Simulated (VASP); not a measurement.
# MgO (P6_3mc) in VASP: a series of runs

The runs below take MgO through single point, relaxation of cell and atoms, with r2SCAN.

Program: VASP 6.6.1. These are calculated values, not measurements. Logs are shortened: lines on timing, memory, paths and dates and some standing lists are left out, and cuts for length are marked.

## (1) The cell of the first run

The structure is hexagonal, space group P6_3mc (No. 186). Conventional cell: a = 3.289 Å, b = 3.289 Å, c = 5.032 Å, α = 90.00°, β = 90.00°, γ = 120.00°. Mg (site symmetry 3m) has 4 O at 1.97 to 1.99 Å within 2.6 Å. Within 2.6 Å of O (site symmetry 3m) lie 4 Mg at 1.97 to 1.99 Å.

## (2) Single point, r2SCAN

POSCAR reads:

```
MgO
1.0
    3.2888257900      0.0000000000      0.0000000000
   -1.6444128950      2.8482066827      0.0000000000
    0.0000000000      0.0000000000      5.0322560468
Mg O
2 2
Direct
    0.3333333333      0.6666666667      0.0048537696
    0.6666666667      0.3333333333      0.5048537696
    0.3333333333      0.6666666667      0.3997462304
    0.6666666667      0.3333333333      0.8997462304
```

INCAR.step1 reads:

```
SYSTEM = MgO
PREC     = Accurate       ! precision mode
ENCUT    = 520            ! plane-wave cutoff, eV
ISMEAR   = 0              ! smearing method
SIGMA    = 0.05           ! smearing width, eV
LREAL    = .FALSE.        ! projectors in reciprocal space
LASPH    = .TRUE.         ! aspherical terms in the spheres
NELM     = 80             ! most SCF steps
NBANDS   = 16             ! bands
GGA      = PE             ! functional
ALGO     = Normal         ! electronic algorithm
EDIFF    = 1E-4           ! SCF threshold, eV
LWAVE    = .TRUE.         ! write WAVECAR
LCHARG   = .FALSE.        ! write CHGCAR
```

INCAR.step2 reads:

```
SYSTEM = MgO
PREC     = Accurate       ! precision mode
ENCUT    = 520            ! plane-wave cutoff, eV
EDIFF    = 1E-6           ! SCF threshold, eV
ISMEAR   = 0              ! smearing method
SIGMA    = 0.05           ! smearing width, eV
LREAL    = .FALSE.        ! projectors in reciprocal space
LASPH    = .TRUE.         ! aspherical terms in the spheres
NELM     = 80             ! most SCF steps
ALGO     = Normal         ! electronic algorithm
ISIF     = 2              ! what is computed and relaxed
LWAVE    = .FALSE.        ! write WAVECAR
LCHARG   = .TRUE.         ! write CHGCAR
METAGGA  = R2SCAN         ! meta-GGA
LMIXTAU  = .TRUE.       
LELF     = .TRUE.         ! ELF
LVHAR    = .TRUE.       
NBANDS   = 16             ! bands
ISTART   = 1
```

KPOINTS reads:

```
regular mesh
0
G
  6 6 4
  0 0 0
```

Potentials or basis: VASP PAW PBE potentials, release 64 (Mg, O).

The run is started by

```sh
$ cat potpaw_PBE.64/Mg/POTCAR potpaw_PBE.64/O/POTCAR > POTCAR
$ cp INCAR.step1 INCAR
$ mpirun -np 1 vasp_std > vasp.out
$ cp INCAR.step2 INCAR
$ mpirun -np 1 vasp_std > vasp.out
```

OUTCAR:

```text
SYSTEM = MgO
   PREC = Accurate
   ENCUT = 520
   EDIFF = 1E-6
   ISMEAR = 0
   LREAL = .FALSE.
   LASPH = .TRUE.
   NELM = 80
   ISIF = 2
   METAGGA = R2SCAN
   ISTART = 1

 ion  position               nearest neighbor table
   1  0.333  0.667  0.005-   4 1.97   4 1.97   4 1.97   3 1.99   2 3.15   2 3.15   2 3.15   2 3.15
                             2 3.15   2 3.15
   2  0.667  0.333  0.505-   3 1.97   3 1.97   3 1.97   4 1.99   1 3.15   1 3.15   1 3.15   1 3.15
                             1 3.15   1 3.15
   3  0.333  0.667  0.400-   2 1.97   2 1.97   2 1.97   1 1.99
   4  0.667  0.333  0.900-   1 1.97   1 1.97   1 1.97   2 1.99

  LATTYP: Found a hexagonal cell.
 ALAT       =     3.2888257900
 C/A-ratio  =     1.5301072079

  Lattice vectors:

 A1 = (   3.2888257900,   0.0000000000,   0.0000000000)
 A2 = (  -1.6444128950,   2.8482066827,   0.0000000000)
 A3 = (   0.0000000000,   0.0000000000,   5.0322560468)

Analysis of symmetry for initial positions (statically):
=====================================================================
 Subroutine PRICEL returns:
 Original cell was already a primitive cell.

 Routine SETGRP: Setting up the symmetry group for a
 hexagonal supercell.

 Subroutine GETGRP returns: Found 12 space group operations
 (whereof  6 operations were pure point group operations)
 out of a pool of 24 trial point group operations.

The static configuration has the point symmetry C_3v.
 The point group associated with its full space group is C_6v.

Analysis of symmetry for dynamics (positions and initial velocities):
=====================================================================
 Subroutine PRICEL returns:
 Original cell was already a primitive cell.

 Routine SETGRP: Setting up the symmetry group for a
 hexagonal supercell.

 Subroutine GETGRP returns: Found 12 space group operations
 (whereof  6 operations were pure point group operations)
 out of a pool of 24 trial point group operations.

The dynamic configuration has the point symmetry C_3v.
 The point group associated with its full space group is C_6v.

 Subroutine INISYM returns: Found 12 space group operations
 (whereof  6 operations are pure point group operations),
 and found     1 'primitive' translations

----------------------------------------------------------------------------------------

                                     Primitive cell

  volume of cell :      47.1384

  direct lattice vectors                    reciprocal lattice vectors
     3.288825790  0.000000000  0.000000000     0.304059888  0.175549058  0.000000000
    -1.644412895  2.848206683  0.000000000     0.000000000  0.351098116  0.000000000
     0.000000000  0.000000000  5.032256047     0.000000000  0.000000000  0.198718028

  length of vectors
     3.288825790  3.288825790  5.032256047     0.351098116  0.351098116  0.198718028

  position of ions in fractional coordinates (direct lattice)
     0.333333333  0.666666667  0.004853770
     0.666666667  0.333333333  0.504853770
     0.333333333  0.666666667  0.399746230
     0.666666667  0.333333333  0.899746230

  ion indices of the primitive-cell ions
   primitive index   ion index
                 1           1
                 2           2
                 3           3
                 4           4

----------------------------------------------------------------------------------------

 KPOINTS: regular mesh

Automatic generation of k-mesh.
 Grid dimensions read from file:
 generate k-points for:    6    6    4

 Generating k-lattice:

  Cartesian coordinates                     Fractional coordinates (reciprocal lattice)
     0.050676648  0.029258176  0.000000000     0.166666667  0.000000000  0.000000000
     0.000000000  0.058516353  0.000000000     0.000000000  0.166666667  0.000000000
     0.000000000  0.000000000  0.049679507     0.000000000  0.000000000  0.250000000

  Length of vectors
     0.058516353  0.058516353  0.049679507

  Shift w.r.t. Gamma in fractional coordinates (k-lattice)
     0.000000000  0.000000000  0.000000000

 Subroutine IBZKPT returns following result:
 ===========================================

 Found     21 irreducible k-points:

 Following reciprocal coordinates:
            Coordinates               Weight
  0.000000  0.000000  0.000000      1.000000
  0.166667  0.000000  0.000000      6.000000
  0.333333  0.000000  0.000000      6.000000
  0.500000  0.000000  0.000000      3.000000
  0.166667  0.166667  0.000000      6.000000
  0.333333  0.166667  0.000000     12.000000
[... 13 lines left out ...]
  0.333333  0.166667  0.500000     12.000000
  0.333333  0.333333  0.500000      2.000000
   k-points           NKPTS =     21   k-points in BZ     NKDIM =     21   number of bands    NBANDS=     16
   number of dos      NEDOS =    301   number of ions     NIONS =      4
   total plane-waves  NPLWV =  23040
   dimension x,y,z NGX =    24 NGY =   24 NGZ =   40
   dimension x,y,z NGXF=    48 NGYF=   48 NGZF=   80
[... 67 lines left out ...]

 k-point     1 :       0.0000    0.0000    0.0000
  band No.  band energies     occupation
      1     -16.4789      2.00000
      2     -15.7166      2.00000
      3      -2.5692      2.00000
      4      -0.0170      2.00000
      5      -0.0170      2.00000
      6       0.2977      2.00000
[... 8 lines left out ...]
     15      18.4074      0.00000
     16      18.4074      0.00000

 k-point     2 :       0.1667    0.0000    0.0000
  band No.  band energies     occupation
      1     -16.3479      2.00000
      2     -15.6722      2.00000
      3      -2.3020      2.00000
      4      -0.6878      2.00000
      5      -0.3363      2.00000
      6      -0.1817      2.00000
[... 8 lines left out ...]
     15      17.4474      0.00000
     16      17.7033      0.00000

 k-point     3 :       0.3333    0.0000    0.0000
  band No.  band energies     occupation
      1     -16.0483      2.00000
      2     -15.6086      2.00000
      3      -1.8882      2.00000
      4      -1.6043      2.00000
      5      -1.1290      2.00000
      6      -0.4410      2.00000
[... 8 lines left out ...]
     15      16.3092      0.00000
     16      17.5420      0.00000

 k-point     4 :       0.5000    0.0000    0.0000
  band No.  band energies     occupation
      1     -15.8512      2.00000
      2     -15.6175      2.00000
      3      -2.3689      2.00000
      4      -1.4917      2.00000
      5      -1.0336      2.00000
      6      -0.5540      2.00000
[... 8 lines left out ...]
     15      16.0204      0.00000
     16      17.9303      0.00000

 k-point     5 :       0.1667    0.1667    0.0000
  band No.  band energies     occupation
      1     -16.1309      2.00000
      2     -15.6187      2.00000
      3      -1.8280      2.00000
      4      -1.4432      2.00000
      5      -1.0490      2.00000
      6      -0.3089      2.00000
[... 8 lines left out ...]
     15      16.3056      0.00000
     16      17.7381      0.00000

 k-point     6 :       0.3333    0.1667    0.0000
  band No.  band energies     occupation
      1     -15.8596      2.00000
      2     -15.6110      2.00000
      3      -2.1230      2.00000
      4      -1.3708      2.00000
      5      -1.0666      2.00000
      6      -0.7709      2.00000
[... 8 lines left out ...]
     15      15.8009      0.00000
     16      17.8288      0.00000
[... 210 lines left out ...]
 k-point    18 :       0.5000    0.0000    0.5000
  band No.  band energies     occupation
      1     -15.7275      2.00000
      2     -15.7275      2.00000
      3      -2.4007      2.00000
      4      -2.4007      2.00000
      5      -0.1963      2.00000
      6      -0.1963      2.00000
[... 8 lines left out ...]
     15      16.9541      0.00000
     16      16.9541      0.00000

 k-point    19 :       0.1667    0.1667    0.5000
  band No.  band energies     occupation
      1     -15.8760      2.00000
      2     -15.8760      2.00000
      3      -1.8519      2.00000
      4      -1.8519      2.00000
      5      -0.3435      2.00000
      6      -0.3435      2.00000
[... 8 lines left out ...]
     15      16.9578      0.00000
     16      16.9578      0.00000

 k-point    20 :       0.3333    0.1667    0.5000
  band No.  band energies     occupation
      1     -15.7288      2.00000
      2     -15.7288      2.00000
      3      -2.1684      2.00000
      4      -2.1684      2.00000
      5      -0.7385      2.00000
      6      -0.7385      2.00000
[... 8 lines left out ...]
     15      17.1845      0.00000
     16      17.1845      0.00000

 k-point    21 :       0.3333    0.3333    0.5000
  band No.  band energies     occupation
      1     -15.6798      2.00000
      2     -15.6798      2.00000
      3      -1.8702      2.00000
      4      -1.8702      2.00000
      5      -1.3994      2.00000
      6      -1.3994      2.00000
[... 8 lines left out ...]
     15      17.5946      0.00000
     16      17.5946      0.00000

------------------------ aborting loop because EDIFF is reached ----------------------------------------

  FORCE on cell =-STRESS in cart. coord.  units (eV):
  Direction    XX          YY          ZZ          XY          YZ          ZX
  --------------------------------------------------------------------------------------
  -------------------------------------------------------------------------------------
  Total       -0.1681875     -0.1681875     -0.1414748      0.0000000      0.0000000      0.0000000
  in kB       -5.7164855     -5.7164855     -4.8085544      0.0000000      0.0000000      0.0000000
  external PRESSURE =      -5.4138418 kB  Pullay stress =       0.0000000 kB

 VOLUME and BASIS-vectors are now :
 -----------------------------------------------------------------------------
  energy-cutoff  :      520.00
  volume of cell :       47.14
      direct lattice vectors                 reciprocal lattice vectors
     3.288825790  0.000000000  0.000000000     0.304059888  0.175549058  0.000000000
    -1.644412895  2.848206683  0.000000000     0.000000000  0.351098116  0.000000000
     0.000000000  0.000000000  5.032256047     0.000000000  0.000000000  0.198718028

 POSITION                                       TOTAL-FORCE (eV/Angst)
 -----------------------------------------------------------------------------------
     -0.00000      1.89880      0.02443        -0.000000      0.000000      0.001699
      1.64441      0.94940      2.54055        -0.000000      0.000000      0.001699
     -0.00000      1.89880      2.01163         0.000000      0.000000     -0.001699
      1.64441      0.94940      4.52775         0.000000      0.000000     -0.001699
 -----------------------------------------------------------------------------------
    total drift:                                0.000000      0.000001     -0.017250

  FREE ENERGIE OF THE ION-ELECTRON SYSTEM (eV)
  ---------------------------------------------------
  free  energy   TOTEN  =       -31.8553363949 eV

  energy  without entropy=      -31.8553363949  energy(sigma->0) =      -31.85533639
```

Run time: 71 s. Hardware: 1 thread of Intel Xeon 8259CL, shared host; peak memory 0.17 GiB.

What came out:

- Free energy: -31.8553 eV
- Pressure: -0.5 GPa
- Band gap on the k mesh: 4.21 eV

Stress tensor (GPa, compression positive):
```
-0.57  0.00  0.00
 0.00 -0.57  0.00
 0.00  0.00 -0.48
```

Caveat: the PAW data sets were made with another functional, which shifts forces and pressure a little.

## (3) Single point, r2SCAN

POSCAR is that of step 2.

INCAR.step1 reads:

```
SYSTEM = MgO
PREC = Accurate
ENCUT = 520
ISMEAR = 0
SIGMA = 0.02
LREAL = .False.
LASPH = .True.
NELM = 60
NBANDS = 16
GGA = PE
ALGO = Normal
EDIFF = 1E-4
LWAVE = .True.
LCHARG = .False.
```

INCAR.step2 reads:

```
SYSTEM = MgO
PREC = Accurate
ENCUT = 520
EDIFF = 1E-7
ISMEAR = 0
SIGMA = 0.02
LREAL = .False.
LASPH = .True.
NELM = 60
ALGO = Normal
ISIF = 2
LWAVE = .False.
LCHARG = .False.
METAGGA = R2SCAN
LMIXTAU = .True.
NBANDS = 16
ISTART = 1
```

KPOINTS reads:

```
regular mesh
0
Gamma
  12 12 6
  0 0 0
```

Potentials or basis: VASP PAW PBE potentials, release 64 (Mg, O).

The run is started by

```sh
$ cat potpaw_PBE.64/Mg/POTCAR potpaw_PBE.64/O/POTCAR > POTCAR
$ cp INCAR.step1 INCAR
$ mpirun -np 1 vasp_std > vasp.out
$ cp INCAR.step2 INCAR
$ mpirun -np 1 vasp_std > vasp.out
```

Run time: 4.9 min. Hardware: 1 thread of Intel Xeon 8259CL, shared host; peak memory 0.2 GiB.

The run converged. Its results:

```
Free energy            : -31.8554 eV
Pressure               : -0.6 GPa
Band gap on the k mesh : 4.21 eV
```

Stress tensor (GPa, compression positive):
```
-0.58  0.00  0.00
 0.00 -0.58  0.00
 0.00  0.00 -0.49
```

Levels at points of the mesh, in eV from the valence-band top:
```
           k point  band 4  band 5  band 6  band 7  band 8  band 9  band 10  band 11  band 12  band 13
(0.00, 0.00, 0.00)   -0.69   -0.69   -0.38   -0.38    0.00    4.21     9.43    11.17    15.23    15.23
(0.50, 0.00, 0.00)   -2.17   -1.71   -1.23   -0.79   -0.47    8.59     8.84    10.13    11.74    13.97
(0.00, 0.00, 0.50)   -1.97   -0.54   -0.54   -0.54   -0.54    6.72     6.72    14.18    14.18    15.74
(0.50, 0.00, 0.50)   -3.08   -0.87   -0.87   -0.70   -0.70    8.15     8.15    11.80    11.80    14.74
```

Caveat: the PAW data sets were made with another functional, which shifts forces and pressure a little. A k mesh can miss the band edges.

## (4) Relaxation of cell and atoms, r2SCAN

POSCAR reads:

```
MgO
1.0
    3.3077869865      0.0000000000      0.0000000000
   -1.6538934933      2.8646275606      0.0000000000
    0.0000000000      0.0000000000      4.9828816700
Mg O
2 2
Direct
    0.3333333300      0.6666666700      0.0021597400
    0.6666666700      0.3333333300      0.5021597400
    0.3333333300      0.6666666700      0.4024402600
    0.6666666700      0.3333333300      0.9024402600
```

INCAR.step1 reads:

```
ALGO = Normal ; EDIFF = 1E-4
ENCUT = 600 ; GGA = PE
ISMEAR = 0 ; LASPH = T
LCHARG = F ; LREAL = F
LWAVE = T ; NELM = 60
PREC = Accurate ; SIGMA = 0.02
```

INCAR.step2 reads:

```
ALGO = Normal ; EDIFF = 1E-6
EDIFFG = -0.005 ; ENCUT = 600
IBRION = 2 ; ISIF = 3
ISMEAR = 0 ; ISTART = 1
LASPH = T ; LCHARG = F
LMIXTAU = T ; LREAL = F
LWAVE = F ; METAGGA = R2SCAN
NELM = 60 ; NSW = 100
PREC = Accurate ; SIGMA = 0.02
```

KPOINTS reads:

```
k-points
0
Gamma
  12 12 6
```

The run is started by

```sh
$ cat potpaw_PBE.64/Mg/POTCAR potpaw_PBE.64/O/POTCAR > POTCAR
$ cp INCAR.step1 INCAR
$ mpirun -np 1 vasp_std > vasp.out
$ cp INCAR.step2 INCAR
$ mpirun -np 1 vasp_std > vasp.out
```

It took 33 min on 1 thread of Intel Xeon 8259CL, shared host; peak memory 0.23 GiB.

Results (log left out):

| Item | Value |
| --- | --- |
| Free energy | -31.8635 eV |
| Relaxed volume | 11.72 Å³/atom |
| Relaxed cell | a = 3.284 Å, b = 3.284 Å, c = 5.018 Å, α = 90.00°, β = 90.00°, γ = 120.00° |
| Space group after relaxing (to 0.1 Å) | P6_3mc (No. 186) |
| Energy gained by relaxing | 0.7 meV/atom |
| Ionic steps | 11 |
| Pressure after relaxing | 0.0 GPa |
| Largest force after relaxing | 0.005 eV/Å |
| Band gap on the k mesh | 4.24 eV |

Forces in eV/Å, atoms in the order of the input:
```
Mg   0.000  0.000 -0.005
Mg   0.000  0.000 -0.005
O    0.000  0.000  0.005
O    0.000  0.000  0.005
```

Stress tensor (GPa, compression positive):
```
-0.03  0.00  0.00
 0.00 -0.03  0.00
 0.00  0.00  0.05
```

The path:
```csv
step,energy change (eV),largest force (eV/Å),pressure (GPa),volume (Å³)
1,0.0000,0.0288,-1.31,47.22
2,-0.0019,0.0112,0.53,46.56
3,-0.0021,0.0155,0.08,46.73
4,-0.0021,0.0161,0.00,46.74
5,-0.0022,0.0144,0.00,46.75
6,-0.0024,0.0061,-0.01,46.77
7,-0.0026,0.0102,-0.02,46.82
8,-0.0025,0.0492,-0.05,46.91
9,-0.0027,0.0241,-0.03,46.85
10,-0.0028,0.0192,-0.02,46.85
11,-0.0028,0.0049,-0.01,46.86
```

Final structure:
```xyz
4
Lattice="3.2838 0.0000 0.0000 -1.6419 2.8438 0.0000 0.0000 0.0000 5.0180" Properties=species:S:1:pos:R:3 pbc="T T T"
Mg    0.0000    1.8959    0.0235
Mg    1.6419    0.9479    2.5325
O     0.0000    1.8959    2.0068
O     1.6419    0.9479    4.5158
```

Levels at points of the mesh, in eV from the valence-band top:
```tsv
k point	band 5	band 6	band 7	band 8	band 9	band 10	band 11	band 12
(0.00, 0.00, 0.00)	-0.71	-0.39	-0.39	0.00	4.24	9.48	11.22	15.26
(0.50, 0.00, 0.00)	-1.72	-1.24	-0.79	-0.48	8.61	8.87	10.17	11.79
(0.00, 0.00, 0.50)	-0.55	-0.55	-0.55	-0.55	6.75	6.75	14.24	14.24
(0.50, 0.00, 0.50)	-0.88	-0.88	-0.71	-0.71	8.17	8.17	11.85	11.85
```

Caveat: the PAW data sets were made with another functional, which shifts forces and pressure a little. A k mesh can miss the band edges.

## (5) Summary

```tsv
task	cell	k mesh	cutoff (eV)	smearing	gap on the mesh (eV)	pressure (GPa)
single point	a = 3.289, b = 3.289, c = 5.032 Å, angles 90.0, 90.0, 120.0°, 4 atoms, atomic positions A	6 × 6 × 4	520	gaussian 0.05 eV	4.21	-0.5
single point	a = 3.289, b = 3.289, c = 5.032 Å, angles 90.0, 90.0, 120.0°, 4 atoms, atomic positions A	12 × 12 × 6	520	gaussian 0.02 eV	4.21	-0.6
relaxation of cell and atoms	relaxed from a = 3.308, b = 3.308, c = 4.983 Å, angles 90.0, 90.0, 120.0°, 4 atoms, atomic positions B	12 × 12 × 6	600	gaussian 0.02 eV	4.24	0.0
```

Alike in all rows: level r2SCAN; potentials or basis VASP PAW PBE potentials, release 64 (Mg, O); no spin polarisation.

Caveats: the PAW data sets were made with another functional, which shifts forces and pressure a little.

Absolute energies hang on the potentials; compare differences alone.
